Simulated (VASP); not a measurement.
# HC18N in VASP: a series of runs

The runs below take HC18N through single point, with PBE.

All numbers are computed with VASP 6.6.1; they aren't measurements. Logs are shortened: lines on timing, memory, paths and dates and some standing lists are left out, and cuts for length are marked.

**1. The cell of the first run**

The cell holds a slab with vacuum, 20 atoms: a = 7.398 Å, b = 7.398 Å, c = 13.000 Å, α = 90.00°, β = 90.00°, γ = 120.00°.

**2. Single point, PBE**

INCAR reads:

```
ALGO     = Normal         # electronic algorithm
EDIFF    = 1E-6           # SCF threshold, eV
ENCUT    = 520            # plane-wave cutoff, eV
GGA      = PE             # functional
ISIF     = 2              # what is computed and relaxed
ISMEAR   = -1             # smearing method
LASPH    = T              # aspherical terms in the spheres
LCHARG   = F              # write CHGCAR
LREAL    = Auto         
LWAVE    = F              # write WAVECAR
NBANDS   = 55             # bands
NELM     = 80             # most SCF steps
PREC     = Accurate       # precision mode
SIGMA    = 0.02           # smearing width, eV
```

KPOINTS reads:

```
k-points
0
Gamma
  2 2 1
```

POSCAR reads:

```
HC18N
1.0
    7.3980000000      0.0000000000      0.0000000000
   -3.6990000000      6.4068560000      0.0000000000
    0.0000000000      0.0000000000     13.0000000000
C N H
18 1 1
Direct
    0.0025313927     -0.0020969015      0.0705026293
    0.2245985239      0.1095485839      0.0688325162
    0.0023465983      0.3316549480      0.0636724940
    0.2238651707      0.4437965128      0.0645342146
    0.0011111590      0.6619100298      0.0678774917
    0.2228183289      0.7731171689      0.0664998275
    0.3352592613     -0.0030886040      0.0695123759
    0.5512071768      0.1046230515      0.0771246591
    0.3349056348      0.3318112604      0.0693381745
    0.5547504395      0.4450897418      0.0748106844
    0.3303059835      0.6623315316      0.0716669720
    0.5524774331      0.7696484628      0.0977749119
    0.6732414449      0.0041186214      0.0935428522
    0.8949079502      0.1104119004      0.0707486604
    0.6675924781      0.3312778620      0.0946028090
    0.8946146702      0.4433640855      0.0701062199
    0.6693664663      0.6626941593      0.0774372974
    0.8894069810      0.7737455081      0.0730417563
    0.6160789586      0.8948563652      0.1917750446
    0.6734287383      1.3363708021      0.1812138494
```

Potentials or basis: VASP PAW PBE potentials, release 64 (C, N, H).

Command:

```console
> cat potpaw_PBE.64/C/POTCAR potpaw_PBE.64/N/POTCAR potpaw_PBE.64/H/POTCAR > POTCAR
> mpirun -np 1 vasp_std > vasp.out
```

OUTCAR:

```text
EDIFF = 1E-6
   ENCUT = 520
   GGA = PE
   ISIF = 2
   ISMEAR = -1
   LASPH = T
   LREAL = Auto
   NELM = 80
   PREC = Accurate

 ion  position               nearest neighbor table
   1  0.003  0.998  0.071-  14 1.41   2 1.42  18 1.44
   2  0.225  0.110  0.069-   1 1.42   9 1.42   7 1.43
   3  0.002  0.332  0.064-  16 1.41   4 1.42  14 1.42
   4  0.224  0.444  0.065-  11 1.40   3 1.42   9 1.43
   5  0.001  0.662  0.068-  16 1.40   6 1.42  18 1.43
   6  0.223  0.773  0.066-  11 1.40   5 1.42   7 1.43
   7  0.335  0.997  0.070-   8 1.39   2 1.43   6 1.43
   8  0.551  0.105  0.077-   7 1.39  13 1.44  15 1.47
   9  0.335  0.332  0.069-  10 1.41   2 1.42   4 1.43
  10  0.555  0.445  0.075-  17 1.40   9 1.41  15 1.47
  11  0.330  0.662  0.072-   6 1.40   4 1.40  12 1.46
  12  0.552  0.770  0.098-  17 1.46  19 1.46  11 1.46  13 1.50
  13  0.673  0.004  0.094-   8 1.44  14 1.45  19 1.46  12 1.50
  14  0.895  0.110  0.071-   1 1.41   3 1.42  13 1.45
  15  0.668  0.331  0.095-  20 1.13   8 1.47  10 1.47  16 1.49
  16  0.895  0.443  0.070-   5 1.40   3 1.41  15 1.49
  17  0.669  0.663  0.077-  10 1.40  18 1.41  12 1.46
  18  0.889  0.774  0.073-  17 1.41   5 1.43   1 1.44
  19  0.616  0.895  0.192-  13 1.46  12 1.46
  20  0.673  0.336  0.181-  15 1.13

  LATTYP: Found a hexagonal cell.
 ALAT       =     7.3980000000
 C/A-ratio  =     1.7572316842

  Lattice vectors:

 A1 = (   7.3980000000,   0.0000000000,   0.0000000000)
 A2 = (  -3.6990000000,   6.4068560000,   0.0000000000)
 A3 = (   0.0000000000,   0.0000000000,  13.0000000000)

Analysis of symmetry for initial positions (statically):
=====================================================================
 Subroutine PRICEL returns:
 Original cell was already a primitive cell.

 Routine SETGRP: Setting up the symmetry group for a
 hexagonal supercell.

 Subroutine GETGRP returns: Found  1 space group operations
 (whereof  1 operations were pure point group operations)
 out of a pool of 24 trial point group operations.

The static configuration has the point symmetry C_1 .

Analysis of symmetry for dynamics (positions and initial velocities):
=====================================================================
 Subroutine PRICEL returns:
 Original cell was already a primitive cell.

 Routine SETGRP: Setting up the symmetry group for a
 hexagonal supercell.

 Subroutine GETGRP returns: Found  1 space group operations
 (whereof  1 operations were pure point group operations)
 out of a pool of 24 trial point group operations.

The dynamic configuration has the point symmetry C_1 .

 Subroutine INISYM returns: Found  1 space group operations
 (whereof  1 operations are pure point group operations),
 and found     1 'primitive' translations

----------------------------------------------------------------------------------------

                                     Primitive cell

  volume of cell :     616.1730

  direct lattice vectors                    reciprocal lattice vectors
     7.398000000  0.000000000  0.000000000     0.135171668  0.078041398  0.000000000
    -3.699000000  6.406856000  0.000000000     0.000000000  0.156082796  0.000000000
     0.000000000  0.000000000 13.000000000     0.000000000  0.000000000  0.076923077

  length of vectors
     7.398000000  7.398000054 13.000000000     0.156082797  0.156082796  0.076923077

  position of ions in fractional coordinates (direct lattice)
     0.002531393  0.997903098  0.070502629
     0.224598524  0.109548584  0.068832516
     0.002346598  0.331654948  0.063672494
     0.223865171  0.443796513  0.064534215
     0.001111159  0.661910030  0.067877492
     0.222818329  0.773117169  0.066499828
[... 12 lines left out ...]
     0.616078959  0.894856365  0.191775045
     0.673428738  0.336370802  0.181213849

  ion indices of the primitive-cell ions
   primitive index   ion index
                 1           1
                 2           2
                 3           3
                 4           4
                 5           5
                 6           6
[... 12 lines left out ...]
                19          19
                20          20

----------------------------------------------------------------------------------------

 KPOINTS: k-points

Automatic generation of k-mesh.
 Grid dimensions read from file:
 generate k-points for:    2    2    1

 Generating k-lattice:

  Cartesian coordinates                     Fractional coordinates (reciprocal lattice)
     0.067585834  0.039020699  0.000000000     0.500000000 -0.000000000  0.000000000
     0.000000000  0.078041398  0.000000000     0.000000000  0.500000000  0.000000000
     0.000000000  0.000000000  0.076923077     0.000000000  0.000000000  1.000000000

  Length of vectors
     0.078041399  0.078041398  0.076923077

  Shift w.r.t. Gamma in fractional coordinates (k-lattice)
     0.000000000  0.000000000  0.000000000

 Subroutine IBZKPT returns following result:
 ===========================================

 Found      4 irreducible k-points:

 Following reciprocal coordinates:
            Coordinates               Weight
  0.000000  0.000000  0.000000      1.000000
  0.500000  0.000000  0.000000      1.000000
  0.000000  0.500000  0.000000      1.000000
  0.500000  0.500000  0.000000      1.000000
   k-points           NKPTS =      4   k-points in BZ     NKDIM =      4   number of bands    NBANDS=     55
   number of dos      NEDOS =    301   number of ions     NIONS =     20
   total plane-waves  NPLWV = 307328
   dimension x,y,z NGX =    56 NGY =   56 NGZ =   98
   dimension x,y,z NGXF=   112 NGYF=  112 NGZF=  196
   ions per type =              18   1   1
   NGX,Y,Z   is equivalent  to a cutoff of  12.58, 12.58, 12.53 a.u.
   NGXF,Y,Z  is equivalent  to a cutoff of  25.17, 25.17, 25.06 a.u.
 SYSTEM =  unknown system
   PREC   = accura    normal or accurate (medium, high low for compatibility)
   ISTART =      0    job   : 0-new  1-cont  2-samecut
   ICHARG =      2    charge: 1-file 2-atom 10-const
   ISPIN  =      1    spin polarized calculation?
   LNONCOLLINEAR =      F non collinear calculations
   LSORBIT =      F    spin-orbit coupling
   LASPH  =      T    aspherical Exc in radial PAW
   ENCUT  =  520.0 eV  38.22 Ry    6.18 a.u.  13.76 13.76 24.17*2*pi/ulx,y,z
   NELM   =     80;   NELMIN=  2; NELMDL= -5     # of ELM steps
   EDIFF  = 0.1E-05   stopping-criterion for ELM
   LREAL  =      T    real-space projection
   EDIFFG = 0.1E-04   stopping-criterion for IOM
   NSW    =      0    number of steps for IOM
   IBRION =     -1    ionic relax: 0-MD 1-quasi-New 2-CG
   NFREE  =      0    steps in history (QN), initial steepest desc. (CG)
   ISIF   =      2    stress and relaxation
   ISYM   =      2    0-nonsym 1-usesym 2-fastsym
   POTIM  = 0.5000    time-step for ionic-motion
   TEBEG  =    0.0;   TEEND  =   0.0 temperature during run
   PSTRESS=    0.0 pullay stress
   NELECT =      78.0000    total number of electrons
   NUPDOWN=      -1.0000    fix difference up-down
   EMIN   =  10.00;   EMAX   =-10.00  energy-range for DOS
   EFERMI =   0.00;   METHOD = LEGACY
   ISMEAR =    -1;   SIGMA  =   0.02  broadening in eV -4-tet -1-fermi 0-gaus
   EFERMI_NEDOS =   21; number of points for ismear=-14 and -15
   IALGO  =     38    algorithm
   IMIX   =      4    mixing-type and parameters
     AMIX     =   0.40;   BMIX     =  1.00
     AMIX_MAG =   1.60;   BMIX_MAG =  1.00
  volume/ion in A,a.u.               =      30.81       207.91
  Fermi-wavevector in a.u.,A,eV,Ry     =   0.822001  1.553356  9.193253  0.675685
  Thomas-Fermi vector in A             =   1.933259
   LORBIT       =      0    0 simple, 1 ext, 2 COOP (PROOUT), +10 PAW based schemes
   GGA     = PE    functional components
   LHFCALC =     F    Hartree Fock is set to
   AEXX    =    0.0000 exact exchange contribution
   IVDW    =     0    specifies the selected vdW correction
   LEPSILON=     F    determine dielectric tensor
   LRPA    =     F    only Hartree local field effects (RPA)
 non-spin polarized calculation
  energy-cutoff  :      520.00
  volume of cell :      616.17
 maximum number of plane-waves:     16651
 NGX is ok and might be reduce to    56
   NGX = 27   NGY = 27   NGZ = 49

 number of electron      78.0000003 magnetization

 Free energy of the ion-electron system (eV)
  ---------------------------------------------------
  ext. energy  EPLUGINS =         0.00000000
  ---------------------------------------------------
  free energy    TOTEN  =      -172.12288112 eV

  energy without entropy =     -172.12279811  energy(sigma->0) =     -172.12283961

 E-fermi :  -2.1523     XC(G=0):  -3.5513

 val. band max:       -2.3053572936   @ k =   0.0000   0.5000   0.0000
 cond. band min:      -1.9986010050   @ k =   0.0000   0.0000   0.0000
 fundamental gap:      0.3067562886
 Fermi energy:        -2.1523440182

 k-point     1 :       0.0000    0.0000    0.0000
  band No.  band energies     occupation
      1     -22.6430      2.00000
      2     -20.9835      2.00000
      3     -19.3356      2.00000
      4     -19.1623      2.00000
      5     -19.1202      2.00000
      6     -19.0320      2.00000
[... 43 lines left out ...]
     50       4.0057      0.00000
     51       4.5006      0.00000

 k-point     2 :       0.5000    0.0000    0.0000
  band No.  band energies     occupation
      1     -22.5425      2.00000
      2     -20.9955      2.00000
      3     -20.5075      2.00000
      4     -19.7383      2.00000
      5     -18.6307      2.00000
      6     -17.3649      2.00000
[... 43 lines left out ...]
     50       3.7110      0.00000
     51       4.0146      0.00000

 k-point     3 :       0.0000    0.5000    0.0000
  band No.  band energies     occupation
      1     -22.5265      2.00000
      2     -21.1458      2.00000
      3     -20.2889      2.00000
      4     -19.8091      2.00000
      5     -18.6372      2.00000
      6     -17.3545      2.00000
[... 43 lines left out ...]
     50       3.9904      0.00000
     51       4.0869      0.00000

 k-point     4 :       0.5000    0.5000    0.0000
  band No.  band energies     occupation
      1     -22.5310      2.00000
      2     -21.1019      2.00000
      3     -20.3727      2.00000
      4     -19.7684      2.00000
      5     -18.6275      2.00000
      6     -17.3878      2.00000
[... 43 lines left out ...]
     50       4.0107      0.00000
     51       4.0259      0.00000
 [bands above 51 left out]

------------------------ aborting loop because EDIFF is reached ----------------------------------------

  FORCE on cell =-STRESS in cart. coord.  units (eV):
  Direction    XX          YY          ZZ          XY          YZ          ZX
  --------------------------------------------------------------------------------------
  -------------------------------------------------------------------------------------
  Total        9.0226102      6.1099723      0.1317439     -1.0043516      0.0134825     -0.0119160
  in kB       23.4606553     15.8871933      0.3425615     -2.6115221      0.0350574     -0.0309840
  external PRESSURE =      13.2301367 kB  Pullay stress =       0.0000000 kB

 VOLUME and BASIS-vectors are now :
 -----------------------------------------------------------------------------
  energy-cutoff  :      520.00
  volume of cell :      616.17
      direct lattice vectors                 reciprocal lattice vectors
     7.398000000  0.000000000  0.000000000     0.135171668  0.078041398  0.000000000
    -3.699000000  6.406856000  0.000000000     0.000000000  0.156082796  0.000000000
     0.000000000  0.000000000 13.000000000     0.000000000  0.000000000  0.076923077

 POSITION                                       TOTAL-FORCE (eV/Angst)
 -----------------------------------------------------------------------------------
     -3.67252      6.39342      0.91653         0.003363     -0.006471      0.004593
      1.25636      0.70186      0.89482         0.007834     -0.004255     -0.005163
     -1.20943      2.12487      0.82774        -0.011988     -0.007830      0.005697
      0.01455      2.84334      0.83894         0.008326      0.009105     -0.000593
     -2.44018      4.24076      0.88241        -0.004668      0.004067      0.002526
     -1.21135      4.95325      0.86450         0.000516      0.010953     -0.004774
[... 12 lines left out ...]
      1.24768      5.73322      2.49308        -0.002680      0.009840      0.187352
      3.73779      2.15508      2.35578         0.002053      0.001324      0.030851
 -----------------------------------------------------------------------------------
    total drift:                               -0.003694     -0.005957     -0.012187

  FREE ENERGIE OF THE ION-ELECTRON SYSTEM (eV)
  ---------------------------------------------------
  free  energy   TOTEN  =      -172.1228811188 eV

  energy  without entropy=     -172.1227981099  energy(sigma->0) =     -172.12283961
```

Wall time 7.8 min (1 thread of Oxide Virtual Turin-like, shared host); peak memory 0.6 GiB.

Results:

```
Free energy            : -172.1229 eV
Largest force          : 0.188 eV/Å
Band gap on the k mesh : 0.31 eV (least direct gap 0.37 eV)
```

Forces on the atoms (eV/Å):
```
C    0.003 -0.006  0.005
C    0.008 -0.004 -0.005
C   -0.012 -0.008  0.006
C    0.008  0.009 -0.001
C   -0.005  0.004  0.003
C    0.001  0.011 -0.005
C   -0.009 -0.003 -0.005
C   -0.001 -0.004 -0.013
C    0.001  0.004 -0.009
C   -0.004  0.003  0.008
C    0.000 -0.003 -0.009
C   -0.009 -0.064 -0.070
C    0.016  0.054 -0.074
C   -0.003  0.006 -0.015
C    0.000 -0.002 -0.001
C   -0.003  0.000 -0.016
C    0.010 -0.004 -0.008
C   -0.002 -0.003 -0.009
N   -0.003  0.010  0.187
H    0.002  0.001  0.031
```

Caveat: the k points lie up to 0.49 Å⁻¹ apart; there is no dipole correction, which matters where the two faces differ.

(Continued in part 2 of 2.)
